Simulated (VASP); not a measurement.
Runs of VASP 6.6.1 on B2Ru. The structure is that of space group Pmmn (No. 59), or close to it. The cells are those of the table. 

```csv
cell,gap on the mesh (eV),pressure (GPa),largest force (eV/Å)
"a = 2.826, b = 4.582, c = 3.990 Å, 6 atoms",none,3.3,0.49
"a = 2.921, b = 4.736, c = 4.124 Å, 6 atoms",none,-24.8,0.78
"a = 2.884, b = 4.676, c = 4.072 Å, 6 atoms",none,(b),0.52
"a = 2.807, b = 4.550, c = 3.962 Å, 6 atoms",none,(a),0.51
"a = 2.865, b = 4.645, c = 4.045 Å, 6 atoms",none,-9.7,0.46
```

Alike in all rows: task single point; level LDA; potentials or basis VASP PAW LDA potentials, release 64 (B, Ru_pv); no spin polarisation; k mesh 9 × 6 × 7; cutoff (eV) 520; smearing fermi-dirac 0.1 eV.

Task: Fill in the values left out.

Result: (a) 11.0; (b) -15.3.

Caveats: the cell stands under tension (at least some runs); the cell stands under pressure (at least some runs); the stress differs along the axes, from -28 to -23 GPa (at least some runs); the stress differs along the axes, from 6 to 14 GPa (at least some runs).

A k mesh can miss the band edges, and the runs leave out spin-orbit coupling on Ru.

A gap of «none» marks levels without a gap at the run's occupations.
